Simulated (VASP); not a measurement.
# Zr3ZnN2 (P6/mmm) in VASP: further runs

Runs on Zr3ZnN2. Level: PBE. Tasks: single point.

Everything below comes from runs of VASP 6.6.1. Logs are shortened: lines on timing, memory, paths and dates and some standing lists are left out, and cuts for length are marked.

### 1 The cell of the first run

The structure is hexagonal, space group P6/mmm (No. 191). The conventional cell has a = 5.973 Å, b = 5.973 Å, c = 3.095 Å, α = 90.00°, β = 90.00°, γ = 120.00°. Within 3.1 Å of Zr (site symmetry mmm) lie 4 N at 2.32 Å and 6 Zr at 2.99 to 3.10 Å and 2 Zn at 2.99 Å. Zn (site symmetry 6/mmm) has 6 Zr at 2.99 Å and 2 Zn at 3.10 Å and 12 N at 3.78 Å within 3.9 Å. N (site symmetry -6m2) has 6 Zr at 2.32 Å and 2 N at 3.10 Å within 3.1 Å.

The cell was built from a structure type or drawn by symmetry, and may not be a known phase.

### 2 Single point, PBE

INCAR reads:

```
ALGO = Normal
EDIFF = 1E-6
ENCUT = 520
GGA = PE
ISIF = 2
ISMEAR = 0
LASPH = True
LCHARG = False
LREAL = False
LWAVE = False
NBANDS = 38
NELM = 100
PREC = Accurate
SIGMA = 0.1
```

KPOINTS reads:

```
k-points
0
Gamma
  3 3 6
```

POSCAR reads:

```
Zr3ZnN2
1.0
    5.9731280145      0.0000000000      0.0000000000
   -2.9865640072      5.1728806006      0.0000000000
    0.0000000000      0.0000000000      3.0952126775
Zr Zn N
3 1 2
Direct
    0.5000000000      0.0000000000      0.0000000000
    0.0000000000      0.5000000000      0.0000000000
    0.5000000000      0.5000000000      0.0000000000
    0.0000000000      0.0000000000      0.0000000000
    0.3333333333      0.6666666667      0.5000000000
    0.6666666667      0.3333333333      0.5000000000
```

Potentials or basis: VASP PAW PBE potentials, release 64 (Zr_sv, Zn, N).

Launch:

```console
cat potpaw_PBE.64/Zr_sv/POTCAR potpaw_PBE.64/Zn/POTCAR potpaw_PBE.64/N/POTCAR > POTCAR
mpirun -np 1 vasp_std > vasp.out
```

OUTCAR:

```text
EDIFF = 1E-6
   ENCUT = 520
   GGA = PE
   ISIF = 2
   ISMEAR = 0
   LASPH = True
   LREAL = False
   NELM = 100
   PREC = Accurate

 ion  position               nearest neighbor table
   1  0.500  0.000  0.000-   5 2.32   6 2.32   5 2.32   6 2.32   3 2.99   3 2.99   4 2.99   4 2.99
                             2 2.99   2 2.99
   2  0.000  0.500  0.000-   5 2.32   6 2.32   5 2.32   6 2.32   4 2.99   4 2.99   3 2.99   3 2.99
                             1 2.99   1 2.99
   3  0.500  0.500  0.000-   5 2.32   6 2.32   5 2.32   6 2.32   1 2.99   1 2.99   2 2.99   2 2.99
                             4 2.99   4 2.99
   4  0.000  0.000  0.000-   2 2.99   2 2.99   1 2.99   1 2.99   3 2.99   3 2.99
   5  0.333  0.667  0.500-   1 2.32   1 2.32   2 2.32   2 2.32   3 2.32   3 2.32
   6  0.667  0.333  0.500-   1 2.32   1 2.32   2 2.32   2 2.32   3 2.32   3 2.32

  LATTYP: Found a hexagonal cell.
 ALAT       =     5.9731280145
 C/A-ratio  =     0.5181895767

  Lattice vectors:

 A1 = (   5.9731280145,   0.0000000000,   0.0000000000)
 A2 = (  -2.9865640072,   5.1728806006,   0.0000000000)
 A3 = (   0.0000000000,   0.0000000000,   3.0952126775)

Analysis of symmetry for initial positions (statically):
=====================================================================
 Subroutine PRICEL returns:
 Original cell was already a primitive cell.

 Routine SETGRP: Setting up the symmetry group for a
 hexagonal supercell.

 Subroutine GETGRP returns: Found 24 space group operations
 (whereof 24 operations were pure point group operations)
 out of a pool of 24 trial point group operations.

The static configuration has the point symmetry D_6h.

Analysis of symmetry for dynamics (positions and initial velocities):
=====================================================================
 Subroutine PRICEL returns:
 Original cell was already a primitive cell.

 Routine SETGRP: Setting up the symmetry group for a
 hexagonal supercell.

 Subroutine GETGRP returns: Found 24 space group operations
 (whereof 24 operations were pure point group operations)
 out of a pool of 24 trial point group operations.

The dynamic configuration has the point symmetry D_6h.

 Subroutine INISYM returns: Found 24 space group operations
 (whereof 24 operations are pure point group operations),
 and found     1 'primitive' translations

[... 91 lines left out ...]
   EDIFFG = 0.1E-04   stopping-criterion for IOM
   NSW    =      0    number of steps for IOM
   IBRION =     -1    ionic relax: 0-MD 1-quasi-New 2-CG
   NFREE  =      0    steps in history (QN), initial steepest desc. (CG)
   ISIF   =      2    stress and relaxation
   ISYM   =      2    0-nonsym 1-usesym 2-fastsym
   POTIM  = 0.5000    time-step for ionic-motion
   TEBEG  =    0.0;   TEEND  =   0.0 temperature during run
   PSTRESS=    0.0 pullay stress
   NELECT =      58.0000    total number of electrons
   NUPDOWN=      -1.0000    fix difference up-down
   EMIN   =  10.00;   EMAX   =-10.00  energy-range for DOS
   EFERMI =   0.00;   METHOD = LEGACY
   ISMEAR =     0;   SIGMA  =   0.10  broadening in eV -4-tet -1-fermi 0-gaus
   EFERMI_NEDOS =   21; number of points for ismear=-14 and -15
   IALGO  =     38    algorithm
   IMIX   =      4    mixing-type and parameters
     AMIX     =   0.40;   BMIX     =  1.00
     AMIX_MAG =   1.60;   BMIX_MAG =  1.00
  volume/ion in A,a.u.               =      15.94       107.56
  Fermi-wavevector in a.u.,A,eV,Ry     =   1.385721  2.618634 26.126229  1.920224
  Thomas-Fermi vector in A             =   2.510105
   LORBIT       =      0    0 simple, 1 ext, 2 COOP (PROOUT), +10 PAW based schemes
   GGA     = PE    functional components
   LHFCALC =     F    Hartree Fock is set to
   AEXX    =    0.0000 exact exchange contribution
   IVDW    =     0    specifies the selected vdW correction
   LEPSILON=     F    determine dielectric tensor
   LRPA    =     F    only Hartree local field effects (RPA)
 non-spin polarized calculation
 Gauss-broadening in eV      SIGMA  =   0.10
  energy-cutoff  :      520.00
  volume of cell :       95.64
 maximum number of plane-waves:      2592
 NGX is ok and might be reduce to    48
   NGX = 23   NGY = 23   NGZ = 11

 number of electron      57.9999985 magnetization

 Free energy of the ion-electron system (eV)
  ---------------------------------------------------
  ext. energy  EPLUGINS =         0.00000000
  ---------------------------------------------------
  free energy    TOTEN  =       -48.50195307 eV

  energy without entropy =      -48.47366361  energy(sigma->0) =      -48.48780834

 E-fermi :   8.0749     XC(G=0): -11.3281

 val. band max:        8.0223439533   @ k =   0.3333   0.3333   0.3333
 cond. band min:       8.0768097555   @ k =   0.3333  -0.0000   0.3333
 fundamental gap:      0.0544658022
 Fermi energy:         8.0748781697

 k-point     1 :       0.0000    0.0000    0.0000
  band No.  band energies     occupation
      1     -40.9684      2.00000
      2     -40.7983      2.00000
      3     -40.7983      2.00000
      4     -19.9574      2.00000
      5     -19.2665      2.00000
      6     -19.2665      2.00000
[... 481 lines left out ...]
     37      12.9029      0.00000
     38      12.9421      0.00000

------------------------ aborting loop because EDIFF is reached ----------------------------------------

  FORCE on cell =-STRESS in cart. coord.  units (eV):
  Direction    XX          YY          ZZ          XY          YZ          ZX
  --------------------------------------------------------------------------------------
  -------------------------------------------------------------------------------------
  Total        0.1202933      0.1202933      0.1339957      0.0000000     -0.0000000      0.0000000
  in kB        2.0152416      2.0152416      2.2447948      0.0000000     -0.0000000      0.0000000
  external PRESSURE =       2.0917593 kB  Pullay stress =       0.0000000 kB

 VOLUME and BASIS-vectors are now :
 -----------------------------------------------------------------------------
  energy-cutoff  :      520.00
  volume of cell :       95.64
      direct lattice vectors                 reciprocal lattice vectors
     5.973128015  0.000000000  0.000000000     0.167416469  0.096657943  0.000000000
    -2.986564007  5.172880601  0.000000000     0.000000000  0.193315887  0.000000000
     0.000000000  0.000000000  3.095212678     0.000000000  0.000000000  0.323079576

 POSITION                                       TOTAL-FORCE (eV/Angst)
 -----------------------------------------------------------------------------------
      2.98656      0.00000      0.00000        -0.000000      0.000000     -0.000000
     -1.49328      2.58644      0.00000        -0.000000      0.000000     -0.000000
      1.49328      2.58644      0.00000         0.000000      0.000000     -0.000000
      0.00000      0.00000      0.00000        -0.000000      0.000000     -0.000000
     -0.00000      3.44859      1.54761        -0.000000      0.000000      0.000000
      2.98656      1.72429      1.54761         0.000000     -0.000000     -0.000000
 -----------------------------------------------------------------------------------
    total drift:                               -0.000000      0.000000      0.000000

  FREE ENERGIE OF THE ION-ELECTRON SYSTEM (eV)
  ---------------------------------------------------
  free  energy   TOTEN  =       -48.5019530731 eV

  energy  without entropy=      -48.4736636135  energy(sigma->0) =      -48.48780834
```

Wall time 34 s (1 thread of AMD EPYC 9R45 (Zen 5), shared host); peak memory 0.21 GiB.

What came out:

```yaml
Free_energy: -48.5020 eV
Pressure: 0.2 GPa
Band_gap_on_the_k_mesh: zero (bands 29 and 30 overlap by 1.34 eV)
```

Levels at points of the mesh, in eV from the Fermi level:
```tsv
k point	band 27	band 28	band 29	band 30	band 31	band 32
(0.00, 0.00, 0.00)	-2.19	-1.24	-1.24	0.92	0.92	2.10
(0.00, 0.00, 0.50)	-0.94	-0.94	-0.31	0.10	0.10	1.94
```

Caveat: the k points lie up to 0.40 Å⁻¹ apart, too coarse for converged energies and pressures of a metal.

### 3 Single point, PBE

INCAR reads:

```
SYSTEM = Zr3ZnN2
PREC = Accurate
ENCUT = 520
EDIFF = 1E-7
ISMEAR = 0
SIGMA = 0.1
LREAL = .False.
LASPH = .True.
NELM = 60
ALGO = Normal
ISIF = 2
LWAVE = .False.
LCHARG = .False.
GGA = PE
NBANDS = 38
```

KPOINTS reads:

```
Automatic mesh
0
Gamma
  6 6 4
  0 0 0
```

POSCAR reads:

```
Zr3ZnN2
1.0
    5.9763450604      0.0000000000      0.0000000000
   -2.9881725302      5.1756666441      0.0000000000
    0.0000000000      0.0000000000      3.0874662402
Zr Zn N
3 1 2
Direct
    0.5000021447      0.0000000000      0.0000000000
    0.0000000000      0.5000021447      0.0000000000
    0.4999978553      0.4999978553      0.0000000000
    0.0000000000      0.0000000000      0.0000000000
    0.3333333333      0.6666666667      0.5000000000
    0.6666666667      0.3333333333      0.5000000000
```

Potentials or basis: VASP PAW PBE potentials, release 64 (Zr_sv, Zn, N).

Launch:

```console
cat potpaw_PBE.64/Zr_sv/POTCAR potpaw_PBE.64/Zn/POTCAR potpaw_PBE.64/N/POTCAR > POTCAR
mpirun -np 1 vasp_std > vasp.out
```

It took 64 s on 1 thread of AMD EPYC 9R45 (Zen 5), shared host; peak memory 0.23 GiB.

Results (log left out):

```
Free energy            : -48.5059 eV
Pressure               : 0.2 GPa
Band gap on the k mesh : zero (bands 29 and 30 overlap by 1.35 eV)
```

Stress tensor (GPa, compression positive):
```
0.12 0.00 0.00
0.00 0.12 0.00
0.00 0.00 0.32
```

Levels at points of the mesh, in eV from the Fermi level:
| k point | band 26 | band 27 | band 28 | band 29 | band 30 | band 31 | band 32 | band 33 |
| --- | --- | --- | --- | --- | --- | --- | --- | --- |
| (0.00, 0.00, 0.00) | -2.52 | -2.30 | -1.36 | -1.36 | 0.82 | 0.82 | 2.00 | 2.00 |
| (0.50, 0.00, 0.00) | -3.39 | -2.41 | -1.89 | -1.33 | -0.09 | 1.24 | 1.58 | 1.97 |
| (0.00, 0.00, 0.50) | -3.03 | -1.04 | -1.04 | -0.38 | -0.03 | -0.03 | 1.80 | 2.85 |
| (0.50, 0.00, 0.50) | -2.37 | -1.47 | -0.69 | 0.08 | 0.25 | 0.96 | 1.03 | 1.06 |

Caveat: the k points lie up to 0.51 Å⁻¹ apart, too coarse for converged energies and pressures of a metal.

(Part 1 of 2 ends here.)
